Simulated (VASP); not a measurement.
# CuO (Cccm) in VASP: settings compared, part 2 of 2

VASP 6.6.1. Earlier steps stand in the parts before.

### 3 Single point, PBEsol

This run uses another cell than the first one, of 10.67 Å³/atom, 1.039 times its volume.

Contents of INCAR:

```
ALGO     = Normal         # electronic algorithm
EDIFF    = 1E-7           # SCF threshold, eV
ENCUT    = 520            # plane-wave cutoff, eV
GGA      = PS             # functional
ISIF     = 2              # what is computed and relaxed
ISMEAR   = -1             # smearing method
LASPH    = True           # aspherical terms in the spheres
LCHARG   = True           # write CHGCAR
LELF     = True           # ELF
LREAL    = False          # projectors in reciprocal space
LVHAR    = True         
LWAVE    = False          # write WAVECAR
NBANDS   = 25             # bands
NELM     = 100            # most SCF steps
PREC     = Accurate       # precision mode
SIGMA    = 0.05           # smearing width, eV
```

Contents of KPOINTS:

```
k-points
0
Gamma
  9 9 5
```

Contents of POSCAR:

```
CuO
1.0
    2.0439488176     -2.0509420733      0.0000000000
    2.0439488176      2.0509420733      0.0000000000
    0.0000000000      0.0000000000      5.0891113222
Cu O
2 2
Direct
    0.5000000000      0.0000000000      0.0000000000
    0.0000000000      0.5000000000      0.5000000000
    0.5000000000      0.5000000000      0.2500000000
    0.5000000000      0.5000000000      0.7500000000
```

Potentials or basis: VASP PAW PBE potentials, release 64 (Cu, O).

Run with:

```sh
$ cat potpaw_PBE.64/Cu/POTCAR potpaw_PBE.64/O/POTCAR > POTCAR
$ mpirun -np 1 vasp_std > vasp.out
```

OUTCAR:

```text
EDIFF = 1E-7
   ENCUT = 520
   GGA = PS
   ISIF = 2
   ISMEAR = -1
   LASPH = True
   LREAL = False
   NELM = 100
   PREC = Accurate

 ion  position               nearest neighbor table
   1  0.500  0.000  0.000-   3 1.93   4 1.93   3 1.93   4 1.93
   2  0.000  0.500  0.500-   3 1.93   4 1.93   3 1.93   4 1.93
   3  0.500  0.500  0.250-   1 1.93   2 1.93   1 1.93   2 1.93
   4  0.500  0.500  0.750-   1 1.93   2 1.93   1 1.93   2 1.93

  LATTYP: Found a base centered orthorhombic cell.
 ALAT       =     4.0878976352
 B/A-ratio  =     1.0034214436
 C/A-ratio  =     1.2449214184

  Lattice vectors:

 A1 = (   2.0439488176,  -2.0509420733,   0.0000000000)
 A2 = (   2.0439488176,   2.0509420733,   0.0000000000)
 A3 = (   0.0000000000,   0.0000000000,   5.0891113222)

Analysis of symmetry for initial positions (statically):
=====================================================================
 Subroutine PRICEL returns:
 Original cell was already a primitive cell.

 Routine SETGRP: Setting up the symmetry group for a
 base centered orthorhombic supercell.
[... 170 lines left out ...]

  energy without entropy =      -21.46609093  energy(sigma->0) =      -21.47544550

 E-fermi :   5.1922     XC(G=0): -11.8042

 val. band max:        5.1453114514   @ k =   0.4444   0.4444   0.4000
 cond. band min:       5.2397717416   @ k =   0.4444  -0.0000   0.2000
 fundamental gap:      0.0944602902
 Fermi energy:         5.1921979307

 k-point     1 :       0.0000    0.0000    0.0000
  band No.  band energies     occupation
      1     -14.8635      2.00000
      2     -13.4267      2.00000
      3      -3.3352      2.00000
      4      -0.5099      2.00000
      5      -0.5026      2.00000
      6       1.2480      2.00000
[... 661 lines left out ...]
     24      16.4433      0.00000
     25      17.1309      0.00000

 [... further k-points ...]

------------------------ aborting loop because EDIFF is reached ----------------------------------------

  FORCE on cell =-STRESS in cart. coord.  units (eV):
  Direction    XX          YY          ZZ          XY          YZ          ZX
  --------------------------------------------------------------------------------------
  -------------------------------------------------------------------------------------
  Total        0.1678090      0.1572797      0.2823540     -0.0000000      0.0000000      0.0000000
  in kB        6.3013062      5.9059253     10.6025213     -0.0000000      0.0000000      0.0000000
  external PRESSURE =       7.6032509 kB  Pullay stress =       0.0000000 kB

 VOLUME and BASIS-vectors are now :
 -----------------------------------------------------------------------------
  energy-cutoff  :      520.00
  volume of cell :       42.67
      direct lattice vectors                 reciprocal lattice vectors
     2.043948818 -2.050942073  0.000000000     0.244624521 -0.243790406  0.000000000
     2.043948818  2.050942073  0.000000000     0.244624521  0.243790406  0.000000000
     0.000000000  0.000000000  5.089111322     0.000000000  0.000000000  0.196497961

 POSITION                                       TOTAL-FORCE (eV/Angst)
 -----------------------------------------------------------------------------------
      1.02197     -1.02547      0.00000        -0.000000     -0.000000      0.000000
      1.02197      1.02547      2.54456         0.000000      0.000000      0.000000
      2.04395      0.00000      1.27228         0.000000      0.000000      0.000000
      2.04395      0.00000      3.81683         0.000000      0.000000      0.000000
 -----------------------------------------------------------------------------------
    total drift:                                0.000000     -0.000000     -0.000000

  FREE ENERGIE OF THE ION-ELECTRON SYSTEM (eV)
  ---------------------------------------------------
  free  energy   TOTEN  =       -21.4848000762 eV

  energy  without entropy=      -21.4660909325  energy(sigma->0) =      -21.47544550
```

OSZICAR:

```text
N       E                     dE             d eps       ncg     rms          rms(c)
DAV:   1     0.295341123973E+03    0.29534E+03   -0.16373E+04  3966   0.213E+03
DAV:   2     0.965846816429E+01   -0.28568E+03   -0.26288E+03  3855   0.392E+02
DAV:   3    -0.264110836385E+02   -0.36070E+02   -0.34084E+02  4747   0.156E+02
DAV:   4    -0.276341001640E+02   -0.12230E+01   -0.12158E+01  4692   0.303E+01
DAV:   5    -0.276582544486E+02   -0.24154E-01   -0.24143E-01  4945   0.376E+00    0.179E+01
DAV:   6    -0.253751285868E+02    0.22831E+01   -0.39645E+01  5411   0.160E+02    0.138E+01
DAV:   7    -0.214351353153E+02    0.39400E+01   -0.10711E+01  4600   0.118E+02    0.253E+00
DAV:   8    -0.215297429722E+02   -0.94608E-01   -0.15134E+00  3909   0.830E+00    0.165E+00
DAV:   9    -0.214901181970E+02    0.39625E-01   -0.57081E-02  5677   0.604E+00    0.509E-01
DAV:  10    -0.214863407782E+02    0.37774E-02   -0.13103E-02  5254   0.139E+00    0.394E-01
DAV:  11    -0.214847660916E+02    0.15747E-02   -0.72683E-03  5740   0.821E-01    0.618E-02
DAV:  12    -0.214847794289E+02   -0.13337E-04   -0.44215E-04  5436   0.254E-01    0.466E-02
DAV:  13    -0.214848016612E+02   -0.22232E-04   -0.31804E-05  5291   0.649E-02    0.102E-02
DAV:  14    -0.214848004153E+02    0.12459E-05   -0.23183E-06  5912   0.410E-02    0.641E-03
DAV:  15    -0.214848000671E+02    0.34820E-06   -0.24174E-06  5855   0.160E-02    0.467E-04
DAV:  16    -0.214848000762E+02   -0.91600E-08   -0.79804E-08  2250   0.276E-03
   1 F= -.21484800E+02 E0= -.21475446E+02  d E =-.187091E-01
```

stdout:

```text
POSCAR found type information on POSCAR CuO
 POSCAR found :  2 types and       4 ions
 scaLAPACK will be used
 -----------------------------------------------------------------------------
|                                                                             |
|                                                                             |
|     You enforced a specific xc type in the INCAR file but a different       |
|     I HOPE YOU KNOW WHAT YOU ARE DOING!                                     |
|                                                                             |
 -----------------------------------------------------------------------------

 LDA part: xc-table for (Slater+PW92), standard interpolation
 POSCAR, INCAR and KPOINTS ok, starting setup
 FFT: planning ... GRIDC
 FFT: planning ... GRID_SOFT
 FFT: planning ... GRID
 WAVECAR not read
 entering main loop
```

It took 47 s on 1 thread of AMD EPYC 9R45 (Zen 5), shared host; peak memory 0.17 GiB.

What came out:

```yaml
Free_energy: -21.4848 eV
Pressure: 0.8 GPa
Band_gap_on_the_k_mesh: zero (band 17 reaches 5.91 eV, above the bottom of band 18 at 4.93 eV)
```

Caveat: the PAW data sets were made with another functional, which shifts forces and pressure a little; semilocal functionals often make such compounds metallic where correlation or magnetic order opens a gap, which also shifts bond lengths. With open d or f shells a metallic result of PBEsol can be an artefact of self-interaction; +U or a hybrid may open a gap.

### 4 Single point, PBE

This run uses another cell than the first one, of 11.20 Å³/atom, 1.091 times its volume.

Contents of INCAR:

```
PREC     = Accurate       # precision mode
ENCUT    = 520            # plane-wave cutoff, eV
EDIFF    = 1E-6           # SCF threshold, eV
ISMEAR   = -1             # smearing method
SIGMA    = 0.05           # smearing width, eV
LREAL    = False          # projectors in reciprocal space
LASPH    = True           # aspherical terms in the spheres
NELM     = 60             # most SCF steps
ALGO     = Normal         # electronic algorithm
ISIF     = 2              # what is computed and relaxed
LWAVE    = False          # write WAVECAR
LCHARG   = True           # write CHGCAR
GGA      = PE             # functional
LELF     = True           # ELF
LVHAR    = True         
NBANDS   = 25             # bands
```

Contents of KPOINTS:

```
Automatic mesh
0
Gamma
  9 9 5
```

Contents of POSCAR:

```
CuO
1.0
    2.0831679093     -2.0886204274      0.0000000000
    2.0831679093      2.0886204274      0.0000000000
    0.0000000000      0.0000000000      5.1485269482
Cu O
2 2
Direct
    0.5000000000      0.0000000000      0.0000000000
    0.0000000000      0.5000000000      0.5000000000
    0.5000000000      0.5000000000      0.2500000000
    0.5000000000      0.5000000000      0.7500000000
```

Run with:

```sh
$ cat potpaw_PBE.64/Cu/POTCAR potpaw_PBE.64/O/POTCAR > POTCAR
$ mpirun -np 1 vasp_std > vasp.out
```

Run time: 43 s. Hardware: 1 thread of AMD EPYC 9R45 (Zen 5), shared host; peak memory 0.18 GiB.

Results (log left out):

| Item | Value |
| --- | --- |
| Free energy | -19.7384 eV |
| Pressure | 0.7 GPa |
| Band gap on the k mesh | zero (band 17 reaches 5.43 eV, above the bottom of band 18 at 4.50 eV) |

Stress tensor (GPa, compression positive):
```
0.60 0.00 0.00
0.00 0.56 0.00
0.00 0.00 0.98
```

Levels at points of the mesh, in eV from the Fermi level:
| k point | band 13 | band 14 | band 15 | band 16 | band 17 | band 18 | band 19 | band 20 | band 21 | band 22 |
| --- | --- | --- | --- | --- | --- | --- | --- | --- | --- | --- |
| (0.00, 0.00, 0.00) | -2.35 | -2.34 | -2.25 | -1.86 | 0.69 | 0.70 | 1.41 | 6.11 | 7.29 | 13.16 |

Caveat: semilocal functionals often make such compounds metallic where correlation or magnetic order opens a gap, which also shifts bond lengths. With open d or f shells a metallic result of PBE can be an artefact of self-interaction; +U or a hybrid may open a gap.

### 5 Single point, revPBE

This run uses another cell than the first one, of 11.49 Å³/atom, 1.120 times its volume.

Contents of INCAR:

```
ALGO = Normal ; EDIFF = 1E-6
ENCUT = 520 ; GGA = RE
ISIF = 2 ; ISMEAR = -1
LASPH = T ; LCHARG = F
LREAL = F ; LWAVE = F
NBANDS = 25 ; NELM = 80
PREC = Accurate ; SIGMA = 0.05
```

Contents of KPOINTS:

```
k-points
0
Gamma
  9 9 5
```

Contents of POSCAR:

```
CuO
1.0
    2.1041564783     -2.1093070051      0.0000000000
    2.1041564783      2.1093070051      0.0000000000
    0.0000000000      0.0000000000      5.1795979242
Cu O
2 2
Direct
    0.5000000000      0.0000000000      0.0000000000
    0.0000000000      0.5000000000      0.5000000000
    0.5000000000      0.5000000000      0.2500000000
    0.5000000000      0.5000000000      0.7500000000
```

Run with:

```sh
$ cat potpaw_PBE.64/Cu/POTCAR potpaw_PBE.64/O/POTCAR > POTCAR
$ mpirun -np 1 vasp_std > vasp.out
```

Wall time 40 s (1 thread of AMD EPYC 9R45 (Zen 5), shared host); peak memory 0.17 GiB.

Results (log left out):

- Free energy: -18.3000 eV
- Pressure: 0.5 GPa
- Band gap on the k mesh: zero (band 17 reaches 5.23 eV, above the bottom of band 18 at 4.33 eV)

Stress tensor (GPa, compression positive):
```
0.42 0.00 0.00
0.00 0.38 0.00
0.00 0.00 0.78
```

Levels at points of the mesh, in eV from the Fermi level:
```
           k point  band 13  band 14  band 15  band 16  band 17  band 18  band 19  band 20  band 21  band 22
(0.00, 0.00, 0.00)    -2.27    -2.25    -2.18    -1.79     0.67     0.68     1.38     6.13     7.22    13.10
```

Caveat: the PAW data sets were made with another functional, which shifts forces and pressure a little; semilocal functionals often make such compounds metallic where correlation or magnetic order opens a gap, which also shifts bond lengths. With open d or f shells a metallic result of revPBE can be an artefact of self-interaction; +U or a hybrid may open a gap.

### 6 Overview

```tsv
level	potentials or basis	cell	gap on the mesh (eV)	pressure (GPa)
LDA	VASP PAW LDA potentials, release 64 (Cu, O)	a = 2.854, b = 2.854, c = 5.041 Å, angles 90.0, 90.0, 90.2°, 4 atoms	none	1.1
PBEsol	VASP PAW PBE potentials, release 64 (Cu, O)	a = 2.896, b = 2.896, c = 5.089 Å, angles 90.0, 90.0, 90.2°, 4 atoms	none	0.8
PBE	VASP PAW PBE potentials, release 64 (Cu, O)	a = 2.950, b = 2.950, c = 5.149 Å, angles 90.0, 90.0, 90.1°, 4 atoms	none	0.7
revPBE	VASP PAW PBE potentials, release 64 (Cu, O)	a = 2.979, b = 2.979, c = 5.180 Å, angles 90.0, 90.0, 90.1°, 4 atoms	none	0.5
```

Alike in all rows: task single point; no spin polarisation; k mesh 9 × 9 × 5; cutoff (eV) 520; smearing fermi-dirac 0.05 eV.

Caveats: semilocal functionals often make such compounds metallic where correlation or magnetic order opens a gap, which also shifts bond lengths; the PAW data sets were made with another functional, which shifts forces and pressure a little (some runs).

Total energies depend on the potentials used, so only differences within one code and one set of settings carry meaning.
